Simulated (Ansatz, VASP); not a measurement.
**One calculation of ZnRe, two programs**

INCAR

```
SYSTEM = ZnRe
PREC = Accurate ; ENCUT = 500
EDIFF = 1E-6 ; ISMEAR = -1
SIGMA = 0.05 ; LREAL = .False.
LASPH = .True. ; NELM = 120
ALGO = Normal ; ISIF = 2
LWAVE = .False. ; LCHARG = .False.
GGA = PE ; NBANDS = 20
GGA_COMPAT = .False.
```

File KPOINTS:

```
Automatic mesh
0
Gamma
  9 9 5
  0 0 0
```

POSCAR

```
ZnRe
1.0
    2.7482183437      0.0000000000      0.0000000000
   -1.3741091718      2.3800269008      0.0000000000
    0.0000000000      0.0000000000      4.6738286400
Re Zn
1 1
Direct
    0.3333333333      0.6666666667      0.5000000000
    0.0000000000      0.0000000000      0.0000000000
```

Contents of input.yaml:

```yaml
crystal:
  lattice:
    - [2.7482183437, 0.0, 0.0]
    - [-1.3741091718, 2.3800269008, 0.0]
    - [0.0, 0.0, 4.67382864]
  atoms:
    - { symbol: Re, position: [0.3333333333, 0.6666666667, 0.5] }
    - { symbol: Zn, position: [0.0, 0.0, 0.0] }
hamiltonian:
  xc: pbe
  pseudopotentials: { kind: paw }
kpoints:
  mp_grid: { grid: [9, 9, 5] }
  band_path:
    path:
      - [[0.0, 0.0, 0.0], [0.5, 0.0, 0.0], [0.3333333333, 0.3333333333, 0.0], [0.0, 0.0, 0.0], [0.0, 0.0, 0.5], [0.5, 0.0, 0.5], [0.3333333333, 0.3333333333, 0.5], [0.0, 0.0, 0.5]]
      - [[0.5, 0.0, 0.5], [0.5, 0.0, 0.0]]
      - [[0.3333333333, 0.3333333333, 0.0], [0.3333333333, 0.3333333333, 0.5]]
    npoints: 14
scf:
  occupations: { method: fermi_dirac, width: 0.05 }
  n_extra_bands: 6
output:
  forces: true
  stress: true
  eigenvalues: true
  fatbands: false
  write_density: true
  write_potential: true
  elf: true
  volumetric_format: npy
```

Alike in both runs: functional PBE; k mesh 9 × 9 × 5; occupations fermi-dirac, width 0.05 eV; no spin polarisation.

|  | VASP | Ansatz |
| --- | --- | --- |
| version | VASP 6.6.1 | Ansatz 0.2.0 |
| potentials or method | VASP PAW PBE potentials, release 64 (Re_sv_GW, Zn) | Ansatz PAW |
| plane-wave cutoff (eV) | 500 | 420 |
| valence electrons in the cell | 27 | 27 |
| task | single point | band structure |

```tsv
	VASP	Ansatz	Ansatz less VASP
gap on the k mesh at the Fermi level (eV)	none	none	-
pressure (GPa)	-8.5	-7.7	+0.82
traceless stress, the component that is largest in VASP (GPa)	-4.82	-4.96	-0.145
```

A gap of «none» marks a metal or a gap that the smearing closes.

Spin-orbit coupling is off throughout.
